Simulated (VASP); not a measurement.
SiO2, 6 atoms in the cell. The structure is tetragonal, space group P4_2/mnm (No. 136). The conventional cell has a = 4.130 Å, b = 4.130 Å, c = 2.470 Å, α = 90.00°, β = 90.00°, γ = 90.00°. Si (site symmetry mmm) has 6 O at 1.68 to 1.78 Å within 2.2 Å. O (site symmetry m2m) has 3 Si at 1.68 to 1.78 Å within 2.2 Å. 

```yaml
Program: VASP 6.6.1
Task: single point
Functional: LDA
Potentials_or_basis: VASP PAW LDA potentials, release 64 (Si, O_h)
Cutoff: 910 eV
k_mesh: 6 × 6 × 8
Occupations: gaussian, width 0.05 eV
Spin: no spin polarisation
Dipole_correction: no
Second_run: hard_potentials
Further_INCAR_settings: ALGO = Normal; EDIFF = 1e-06; NBANDS = 25
```

Potentials or basis: VASP PAW LDA potentials, release 64 (Si, O_h).

The run is started by

```sh
$ cat potpaw_LDA.64/Si/POTCAR potpaw_LDA.64/O_h/POTCAR > POTCAR
$ mpirun -np 1 vasp_std > vasp.out
```

Hardware: 1 thread of Intel(R) Xeon(R) 6975P-C (Granite Rapids), with other jobs on the host.

Estimate the wall time of this run.

It took 39 s on 1 thread of Intel(R) Xeon(R) 6975P-C (Granite Rapids), with other jobs on the host, peak memory 0.22 GiB. Counts: scf iterations 12, k points 50.
